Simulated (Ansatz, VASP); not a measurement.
# LaS: VASP beside Ansatz

```
La S
1.0
     0.00000    2.90736    2.90736
     2.90736    0.00000    2.90736
     2.90736    2.90736    0.00000
La S
1 1
Direct
  0.00000 0.00000 0.00000
  0.50000 0.50000 0.50000
```

Alike in both runs: task single point; functional LDA; k mesh 7 × 7 × 7; no spin polarisation.

|  | VASP | Ansatz |
| --- | --- | --- |
| version | VASP 6.6.1 | Ansatz 0.2.0 |
| potentials or method | VASP PAW LDA potentials, release 64 (La, S), cutoff 520 eV | plane waves, PAW |
| occupations | methfessel-paxton of order 1, width 0.01 eV | cold, width 0.01 eV |
| valence electrons in the cell | 17 | 17 |

|  | VASP | Ansatz | Ansatz less VASP |
| --- | --- | --- | --- |
| pressure (GPa) | -2.2 | -2.2 | +0.04 |

LDA's correlation is that of Perdew and Zunger in VASP and of Perdew and Wang (1992) in Ansatz. Ansatz's warnings: stress scf threshold loose.

Spin-orbit coupling is off throughout.
